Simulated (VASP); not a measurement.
Crystal: BAs.

```
B As
1.0
     3.25501    0.00000    0.00000
    -1.62751    2.81892    0.00000
     0.00000    0.00000    5.42102
B As
2 2
Direct
  0.00000 0.00000 0.00000
  0.00000 0.00000 0.50000
  0.33333 0.66667 0.25000
  0.66667 0.33333 0.75000
```

Base run:

```yaml
Program: VASP 6.6.1
Functional: r2SCAN
Potentials_or_basis: VASP PAW PBE potentials, release 64 (B, As)
Cutoff: 520 eV
k_mesh: 12 × 12 × 6
Occupations: fermi-dirac, width 0.02 eV
Spin: no spin polarisation
```

Its results: band gap on the k mesh zero (band 8 reaches 8.89 eV, above the bottom of band 9 at 2.75 eV); pressure 0.3 GPa.

Task: The run is repeated on the same cell with these changes: functional from r2SCAN to PBE; further incar settings from ALGO = Normal; EDIFF = 1e-06; NBANDS = 16 to ALGO = Normal; EDIFF = 1e-07; NBANDS = 16. What comes out?

Result: Band gap on the k mesh zero (band 8 reaches 8.95 eV, above the bottom of band 9 at 2.96 eV); pressure 1.6 GPa.

Caveats: the PAW data sets were made with another functional, which shifts forces and pressure a little (some runs).
